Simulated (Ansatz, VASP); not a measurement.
# Two plane-wave programs on AlB2As3

INCAR

```
SYSTEM = AlB2As3
PREC     = Accurate       ! precision mode
ENCUT    = 520            ! plane-wave cutoff, eV
EDIFF    = 1E-7           ! SCF threshold, eV
ISMEAR   = 0              ! smearing method
SIGMA    = 0.1            ! smearing width, eV
LREAL    = .False.        ! projectors in reciprocal space
LASPH    = .True.         ! aspherical terms in the spheres
NELM     = 60             ! most SCF steps
ALGO     = Normal         ! electronic algorithm
ISIF     = 2              ! what is computed and relaxed
LWAVE    = .False.        ! write WAVECAR
LCHARG   = .False.        ! write CHGCAR
GGA      = PE             ! functional
NBANDS   = 21             ! bands
```

The input KPOINTS:

```
Automatic mesh
0
Gamma
  6 6 6
  0 0 0
```

POSCAR

```
AlB2As3
1.0
   -1.8221210300      1.8221210300      7.7306048000
    1.8221210300     -1.8221210300      7.7306048000
    1.8221210300      1.8221210300     -7.7306048000
Al B As
1 2 3
Direct
    0.5000000000      0.5000000000      0.0000000000
    0.8333333300      0.8333333300      0.0000000000
    0.1666666700      0.1666666700      0.0000000000
    0.5833333300      0.0833333300      0.5000000000
    0.2500000000      0.7500000000      0.5000000000
    0.9166666700      0.4166666700      0.5000000000
```

Input for Ansatz:

```yaml
crystal:
  lattice:
    - [-1.82212103, 1.82212103, 7.7306048]
    - [1.82212103, -1.82212103, 7.7306048]
    - [1.82212103, 1.82212103, -7.7306048]
  atoms:
    - { symbol: Al, position: [0.5, 0.5, 0.0] }
    - { symbol: B, position: [0.83333333, 0.83333333, 0.0] }
    - { symbol: B, position: [0.16666667, 0.16666667, 0.0] }
    - { symbol: As, position: [0.58333333, 0.08333333, 0.5] }
    - { symbol: As, position: [0.25, 0.75, 0.5] }
    - { symbol: As, position: [0.91666667, 0.41666667, 0.5] }
basis:
  ecutwfc: 420
kpoints:
  mp_grid: { grid: [6, 6, 6] }
hamiltonian:
  xc: pbe
scf:
  occupations: { method: gaussian, width: 0.1 }
  lower_state_search: "off"
output:
  forces: true
  stress: true
  eigenvalues: true
```

Alike in both runs: task single point; functional PBE; k mesh 6 × 6 × 6; occupations gaussian, width 0.1 eV; no spin polarisation.

|  | VASP | Ansatz |
| --- | --- | --- |
| version | VASP 6.6.1 | Ansatz 0.2.0 |
| potentials or method | VASP PAW PBE potentials, release 64 (Al, B, As), cutoff 520 eV | scalar-relativistic, plane waves, PAW |
| valence electrons in the cell | 24 | 54 |

|  | VASP | Ansatz | Ansatz less VASP |
| --- | --- | --- | --- |
| gap on the k mesh at the Fermi level (eV) | 1.18 | 1.18 | +0.009 |
| least direct gap on the mesh (eV) | 1.21 | 1.21 | +0.001 |
| pressure (GPa) | 3.2 | 2.8 | -0.33 |
| traceless stress, the component that is largest in VASP (GPa) | -0.87 | -0.86 | +0.014 |
| rms of the force components (eV/Å) | 1.409 | 1.401 | -0.0075 |

Atom by atom the forces differ by 0.007 eV/Å (rms over components). With one functional, cell and mesh, what is left measures potentials, basis and numerics. VASP's potentials hold 24 valence electrons a cell and Ansatz's 54, so a difference there can come from the potentials and not from the codes.
